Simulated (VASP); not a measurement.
# Sb in VASP: single point with PBEsol

Aim: the single point of Sb with PBEsol.

All numbers are computed with VASP 6.6.1; they aren't measurements. Logs are shortened: lines on timing, memory, paths and dates and some standing lists are left out, and cuts for length are marked.

**1. The cell of the first run**

The cell holds a sheet with vacuum, 2 atoms: a = 4.042 Å, b = 4.042 Å, c = 27.100 Å, α = 90.00°, β = 90.00°, γ = 120.00°.

**2. Single point, PBEsol**

Contents of INCAR:

```
  PREC = Accurate
  ENCUT = 400
  EDIFF = 1E-6
  ISMEAR = 0
  SIGMA = 0.03
  LREAL = False
  LASPH = True
  NELM = 120
  ALGO = Normal
  ISIF = 2
  LWAVE = False
  LCHARG = False
  LDIPOL = True
  IDIPOL = 3
  DIPOL = 0.5 0.5 0.289
  GGA = PS
  NBANDS = 22
  GGA_COMPAT = False
  NELMDL = -8
```

Contents of KPOINTS:

```
regular mesh
0
Gamma
  12 12 1
```

Contents of POSCAR:

```
Sb
1.0
    4.0418344175      0.0000000000      0.0000000000
   -2.0209172088      3.5003312835      0.0000000000
    0.0000000000      0.0000000000     27.1000000030
Sb
2
Direct
    0.3333333333      0.6666666667      0.2585835373
    0.6666666667      0.3333333333      0.3189072375
```

Potentials or basis: VASP PAW PBE potentials, release 64 (Sb_d_GW).

On the command line:

```
cat potpaw_PBE.64/Sb_d_GW/POTCAR > POTCAR
mpirun -np 1 vasp_std > vasp.out
```

OUTCAR:

```text
PREC = Accurate
   ENCUT = 400
   EDIFF = 1E-6
   ISMEAR = 0
   LREAL = False
   LASPH = True
   NELM = 120
   ISIF = 2
   GGA = PS
   NELMDL = -8

 ion  position               nearest neighbor table
   1  0.333  0.667  0.259-   2 2.85   2 2.85   2 2.85
   2  0.667  0.333  0.319-   1 2.85   1 2.85   1 2.85

  LATTYP: Found a hexagonal cell.
 ALAT       =     4.0418344175
 C/A-ratio  =     6.7048763516

  Lattice vectors:

 A1 = (   4.0418344175,   0.0000000000,   0.0000000000)
 A2 = (  -2.0209172088,   3.5003312835,   0.0000000000)
 A3 = (   0.0000000000,   0.0000000000,  27.1000000030)

Analysis of symmetry for initial positions (statically):
=====================================================================
 Subroutine PRICEL returns:
 Original cell was already a primitive cell.

 Routine SETGRP: Setting up the symmetry group for a
 hexagonal supercell.

 Subroutine GETGRP returns: Found 12 space group operations
 (whereof  6 operations were pure point group operations)
 out of a pool of 24 trial point group operations.

The static configuration has the point symmetry C_3v.
 The point group associated with its full space group is D_3d.

Analysis of symmetry for dynamics (positions and initial velocities):
=====================================================================
 Subroutine PRICEL returns:
 Original cell was already a primitive cell.

 Routine SETGRP: Setting up the symmetry group for a
 hexagonal supercell.

 Subroutine GETGRP returns: Found 12 space group operations
 (whereof  6 operations were pure point group operations)
 out of a pool of 24 trial point group operations.

The dynamic configuration has the point symmetry C_3v.
 The point group associated with its full space group is D_3d.

 Subroutine INISYM returns: Found 12 space group operations
 (whereof  6 operations are pure point group operations),
 and found     1 'primitive' translations

----------------------------------------------------------------------------------------

                                     Primitive cell

  volume of cell :     383.4043

  direct lattice vectors                    reciprocal lattice vectors
     4.041834417  0.000000000  0.000000000     0.247412411  0.142843622  0.000000000
    -2.020917209  3.500331284  0.000000000     0.000000000  0.285687245  0.000000000
     0.000000000  0.000000000 27.100000003     0.000000000  0.000000000  0.036900369

  length of vectors
     4.041834417  4.041834418 27.100000003     0.285687245  0.285687245  0.036900369

  position of ions in fractional coordinates (direct lattice)
     0.333333333  0.666666667  0.258583537
     0.666666667  0.333333333  0.318907237

  ion indices of the primitive-cell ions
   primitive index   ion index
                 1           1
                 2           2

----------------------------------------------------------------------------------------

 KPOINTS: regular mesh

Automatic generation of k-mesh.
 Grid dimensions read from file:
 generate k-points for:   12   12    1

 Generating k-lattice:

  Cartesian coordinates                     Fractional coordinates (reciprocal lattice)
     0.020617701  0.011903635  0.000000000     0.083333333  0.000000000  0.000000000
     0.000000000  0.023807270  0.000000000     0.000000000  0.083333333  0.000000000
     0.000000000  0.000000000  0.036900369     0.000000000  0.000000000  1.000000000

  Length of vectors
     0.023807270  0.023807270  0.036900369

  Shift w.r.t. Gamma in fractional coordinates (k-lattice)
     0.000000000  0.000000000  0.000000000

 Subroutine IBZKPT returns following result:
 ===========================================

 Found     19 irreducible k-points:

 Following reciprocal coordinates:
            Coordinates               Weight
  0.000000  0.000000  0.000000      1.000000
  0.083333  0.000000  0.000000      6.000000
  0.166667 -0.000000  0.000000      6.000000
  0.250000  0.000000  0.000000      6.000000
  0.333333  0.000000  0.000000      6.000000
  0.416667 -0.000000  0.000000      6.000000
[... 11 lines left out ...]
  0.333333  0.250000  0.000000     12.000000
  0.333333  0.333333  0.000000      2.000000
   k-points           NKPTS =     19   k-points in BZ     NKDIM =     19   number of bands    NBANDS=     22
   number of dos      NEDOS =    301   number of ions     NIONS =      2
   total plane-waves  NPLWV = 141120
   dimension x,y,z NGX =    28 NGY =   28 NGZ =  180
   dimension x,y,z NGXF=    56 NGYF=   56 NGZF=  360
   ions per type =               2
   NGX,Y,Z   is equivalent  to a cutoff of  11.52, 11.52, 11.04 a.u.
   NGXF,Y,Z  is equivalent  to a cutoff of  23.03, 23.03, 22.08 a.u.
 SYSTEM =  unknown system
   PREC   = accura    normal or accurate (medium, high low for compatibility)
   ISTART =      0    job   : 0-new  1-cont  2-samecut
   ICHARG =      2    charge: 1-file 2-atom 10-const
   ISPIN  =      1    spin polarized calculation?
   LNONCOLLINEAR =      F non collinear calculations
   LSORBIT =      F    spin-orbit coupling
   LASPH  =      T    aspherical Exc in radial PAW
   ENCUT  =  400.0 eV  29.40 Ry    5.42 a.u.   6.59  6.59 44.19*2*pi/ulx,y,z
   NELM   =    120;   NELMIN=  2; NELMDL= -8     # of ELM steps
   EDIFF  = 0.1E-05   stopping-criterion for ELM
   LREAL  =      F    real-space projection
   EDIFFG = 0.1E-04   stopping-criterion for IOM
   NSW    =      0    number of steps for IOM
   IBRION =     -1    ionic relax: 0-MD 1-quasi-New 2-CG
   NFREE  =      0    steps in history (QN), initial steepest desc. (CG)
   ISIF   =      2    stress and relaxation
   ISYM   =      2    0-nonsym 1-usesym 2-fastsym
   POTIM  = 0.5000    time-step for ionic-motion
   TEBEG  =    0.0;   TEEND  =   0.0 temperature during run
   PSTRESS=    0.0 pullay stress
   NELECT =      30.0000    total number of electrons
   NUPDOWN=      -1.0000    fix difference up-down
   EMIN   =  10.00;   EMAX   =-10.00  energy-range for DOS
   EFERMI =   0.00;   METHOD = LEGACY
   ISMEAR =     0;   SIGMA  =   0.03  broadening in eV -4-tet -1-fermi 0-gaus
   EFERMI_NEDOS =   21; number of points for ismear=-14 and -15
   IALGO  =     38    algorithm
   IMIX   =      4    mixing-type and parameters
     AMIX     =   0.40;   BMIX     =  1.00
     AMIX_MAG =   1.60;   BMIX_MAG =  1.00
  volume/ion in A,a.u.               =     191.70      1293.67
  Fermi-wavevector in a.u.,A,eV,Ry     =   0.700212  1.323209  6.670895  0.490297
  Thomas-Fermi vector in A             =   1.784303
   LORBIT       =      0    0 simple, 1 ext, 2 COOP (PROOUT), +10 PAW based schemes
   GGA     = PS    functional components
   LHFCALC =     F    Hartree Fock is set to
   AEXX    =    0.0000 exact exchange contribution
   IVDW    =     0    specifies the selected vdW correction
   LEPSILON=     F    determine dielectric tensor
   LRPA    =     F    only Hartree local field effects (RPA)
 non-spin polarized calculation
 Gauss-broadening in eV      SIGMA  =   0.03
  energy-cutoff  :      400.00
  volume of cell :      383.40
 maximum number of plane-waves:      7073
 NGX is ok and might be reduce to    28
   NGX = 13   NGY = 13   NGZ = 89

 dipolmoment           0.000000      0.000000      0.000003 electrons x Angstroem

 number of electron      29.9999981 magnetization

 dipolmoment           0.000000      0.000000     -0.000000 electrons x Angstroem

 Free energy of the ion-electron system (eV)
  ---------------------------------------------------
  ext. energy  EPLUGINS =         0.00000000
  ---------------------------------------------------
  free energy    TOTEN  =        -8.79673260 eV

  energy without entropy =       -8.79673260  energy(sigma->0) =       -8.79673260

 E-fermi :  -3.0553     XC(G=0):  -2.0971

 val. band max:       -3.2882729684   @ k =   0.0000   0.0000   0.0000
 cond. band min:      -2.1354041601   @ k =   0.3333   0.0000   0.0000
 fundamental gap:      1.1528688084
 Fermi energy:        -3.0553265930

 k-point     1 :       0.0000    0.0000    0.0000
  band No.  band energies     occupation
      1     -31.8922      2.00000
      2     -31.8922      2.00000
      3     -31.8078      2.00000
      4     -31.8078      2.00000
      5     -31.7647      2.00000
      6     -31.6869      2.00000
[... 14 lines left out ...]
     21       1.6361      0.00000
     22       1.8956      0.00000

 k-point     2 :       0.0833    0.0000    0.0000
  band No.  band energies     occupation
      1     -31.8916      2.00000
      2     -31.8882      2.00000
      3     -31.8073      2.00000
      4     -31.8052      2.00000
      5     -31.7634      2.00000
      6     -31.6886      2.00000
[... 14 lines left out ...]
     21       1.7202      0.00000
     22       1.9835      0.00000

 k-point     3 :       0.1667   -0.0000    0.0000
  band No.  band energies     occupation
      1     -31.8899      2.00000
      2     -31.8765      2.00000
      3     -31.8061      2.00000
      4     -31.7978      2.00000
      5     -31.7594      2.00000
      6     -31.6937      2.00000
[... 14 lines left out ...]
     21       1.9623      0.00000
     22       2.2337      0.00000

 k-point     4 :       0.2500    0.0000    0.0000
  band No.  band energies     occupation
      1     -31.8876      2.00000
      2     -31.8585      2.00000
      3     -31.8045      2.00000
      4     -31.7865      2.00000
      5     -31.7523      2.00000
      6     -31.7019      2.00000
[... 14 lines left out ...]
     21       2.3568      0.00000
     22       2.6192      0.00000

 k-point     5 :       0.3333    0.0000    0.0000
  band No.  band energies     occupation
      1     -31.8852      2.00000
      2     -31.8378      2.00000
      3     -31.8009      2.00000
      4     -31.7725      2.00000
      5     -31.7430      2.00000
      6     -31.7128      2.00000
[... 292 lines left out ...]
 k-point    17 :       0.2500    0.2500    0.0000
  band No.  band energies     occupation
      1     -31.8835      2.00000
      2     -31.8052      2.00000
      3     -31.7898      2.00000
      4     -31.7679      2.00000
      5     -31.7381      2.00000
      6     -31.7242      2.00000
[... 14 lines left out ...]
     21       3.5461      0.00000
     22       3.5675      0.00000

 k-point    18 :       0.3333    0.2500    0.0000
  band No.  band energies     occupation
      1     -31.8827      2.00000
      2     -31.7930      2.00000
      3     -31.7771      2.00000
      4     -31.7577      2.00000
      5     -31.7536      2.00000
      6     -31.7226      2.00000
[... 14 lines left out ...]
     21       3.8867      0.00000
     22       4.3198      0.00000

 k-point    19 :       0.3333    0.3333    0.0000
  band No.  band energies     occupation
      1     -31.8825      2.00000
      2     -31.7754      2.00000
      3     -31.7742      2.00000
      4     -31.7742      2.00000
      5     -31.7399      2.00000
      6     -31.7399      2.00000
[... 14 lines left out ...]
     21       4.1444      0.00000
     22       4.6044      0.00000

------------------------ aborting loop because EDIFF is reached ----------------------------------------

 vacuum level on the upper side and lower side of the slab       (xc-potential included)        -0.009        -0.009

  FORCE on cell =-STRESS in cart. coord.  units (eV):
  Direction    XX          YY          ZZ          XY          YZ          ZX
  --------------------------------------------------------------------------------------
  -------------------------------------------------------------------------------------
  Total       -0.1073662     -0.1073662     -0.1101572      0.0000000      0.0000000     -0.0000000
  in kB       -0.4486642     -0.4486642     -0.4603272      0.0000000      0.0000000     -0.0000000
  external PRESSURE =      -0.4525518 kB  Pullay stress =       0.0000000 kB

 VOLUME and BASIS-vectors are now :
 -----------------------------------------------------------------------------
  energy-cutoff  :      400.00
  volume of cell :      383.40
      direct lattice vectors                 reciprocal lattice vectors
     4.041834417  0.000000000  0.000000000     0.247412411  0.142843622  0.000000000
    -2.020917209  3.500331284  0.000000000     0.000000000  0.285687245  0.000000000
     0.000000000  0.000000000 27.100000003     0.000000000  0.000000000  0.036900369

 POSITION                                       TOTAL-FORCE (eV/Angst)
 -----------------------------------------------------------------------------------
     -0.00000      2.33355      7.00761         0.000000      0.000000      0.001832
      2.02092      1.16678      8.64239        -0.000000      0.000000     -0.001832
 -----------------------------------------------------------------------------------
    total drift:                                0.000000     -0.000000      0.000091

  FREE ENERGIE OF THE ION-ELECTRON SYSTEM (eV)
  ---------------------------------------------------
  free  energy   TOTEN  =        -8.7967325988 eV

  energy  without entropy=       -8.7967325988  energy(sigma->0) =       -8.79673260

 vacuum level on the upper side and lower side of the slab         1.473         1.473
```

Wall time 2.7 min (1 thread of Intel Xeon Platinum 8375C at 2.90GHz (Ice Lake), shared host); peak memory 0.42 GiB.

What came out:

| Property | Result |
| --- | --- |
| Free energy | -8.7967 eV |
| Band gap on the k mesh | 1.15 eV (least direct gap 1.68 eV) |

Caveat: the PAW data sets were made with another functional, which shifts forces and pressure a little; spin-orbit coupling is left out, which moves the levels of the heavy elements.
